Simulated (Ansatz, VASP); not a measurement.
One calculation of Pd, two programs

File INCAR:

```
SYSTEM = Pd
  PREC = Accurate
  ENCUT = 520
  EDIFF = 1E-6
  ISMEAR = 1
  SIGMA = 0.3
  LREAL = .False.
  LASPH = .True.
  NELM = 150
  ALGO = Normal
  ISIF = 2
  LWAVE = .False.
  LCHARG = .False.
  ISPIN = 2
  MAGMOM = 0.5
  LORBIT = 11
  LMAXMIX = 4
  NBANDS = 15
```

File KPOINTS:

```
Automatic mesh
0
Gamma
  14 14 14
  0 0 0
```

Contents of POSCAR:

```
Pd
1.0
    0.0000000000      1.9202771092      1.9202771092
    1.9202771092      0.0000000000      1.9202771092
    1.9202771092      1.9202771092      0.0000000000
Pd
1
Direct
    0.0000000000      0.0000000000      0.0000000000
```

Input for Ansatz:

```yaml
crystal:
  lattice:
    - [0.0, 1.9202771092, 1.9202771092]
    - [1.9202771092, 0.0, 1.9202771092]
    - [1.9202771092, 1.9202771092, 0.0]
  atoms:
    - { symbol: Pd, position: [0.0, 0.0, 0.0], spin: 0.5 }
hamiltonian:
  xc: lda
  pseudopotentials:
    kind: paw
    azcp:
      Pd: "pseudopotentials/Pd.paw.azcp"
basis:
  ecutwfc: 420
  fft_grid_basis: typed
kpoints:
  mp_grid: { grid: [14, 14, 14], shift: [0, 0, 0] }
magnetization:
  spin_polarized: true
scf:
  occupations: { method: cold, width: 0.3 }
  lower_state_search: "off"
output:
  stress: true
  write_density: true
  write_potential: true
  elf: true
  volumetric_format: npy
```

Alike in both runs: task single point; functional LDA; k mesh 14 × 14 × 14; collinear spin.

|  | VASP | Ansatz |
| --- | --- | --- |
| version | VASP 6.6.1 | Ansatz 0.2.0 |
| potentials or method | VASP PAW LDA potentials, release 64 (Pd), cutoff 520 eV | plane waves (420 eV) with PAW, scalar-relativistic |
| occupations | methfessel-paxton of order 1, width 0.3 eV | cold, width 0.3 eV |
| valence electrons in the cell | 10 | 18 |

```csv
,VASP,Ansatz,Ansatz less VASP
pressure (GPa),0.3,-0.1,-0.38
net moment per atom (μB),0.00,0.00,-0.001
```

Ansatz warns that its potentials were made for another functional, while VASP's fit it. LDA's correlation is that of Perdew and Zunger in VASP and of Perdew and Wang (1992) in Ansatz. VASP's potentials hold 10 valence electrons a cell and Ansatz's 18, so a difference there can come from the potentials and not from the codes. Ansatz's warnings: seeded moment not kept, stability check not made.
